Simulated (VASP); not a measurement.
F, 4 atoms in the cell. The structure is monoclinic, space group C2/c (No. 15). Conventional cell: a = 5.668 Å, b = 3.582 Å, c = 6.799 Å, α = 90.00°, β = 91.04°, γ = 90.00°. F (site symmetry 1) has 1 F at 1.42 Å within 1.9 Å. 

* Program: VASP 6.6.1
* Task: single point
* Functional: PBE
* Dispersion: D3(BJ)
* Potentials or basis: VASP PAW PBE potentials, release 64 (F_h)
* Cutoff: 910 eV
* k mesh: 8 × 8 × 4
* Occupations: gaussian, width 0.02 eV
* Spin: no spin polarisation
* Dipole correction: no
* Further INCAR settings: ALGO = Normal; EDIFF = 1e-06; NBANDS = 22

Potentials or basis: VASP PAW PBE potentials, release 64 (F_h).

Command:

```sh
$ cat potpaw_PBE.64/F_h/POTCAR > POTCAR
$ mpirun -np 1 vasp_std > vasp.out
```

Hardware: 1 thread of AMD EPYC 7571 (shared host).

Question: How long does it take, and how much memory?

Answer: Run time: 8.2 min on 1 thread of AMD EPYC 7571, with other jobs on the host, peak memory 0.36 GiB. Counts: scf iterations 12, k points 78.
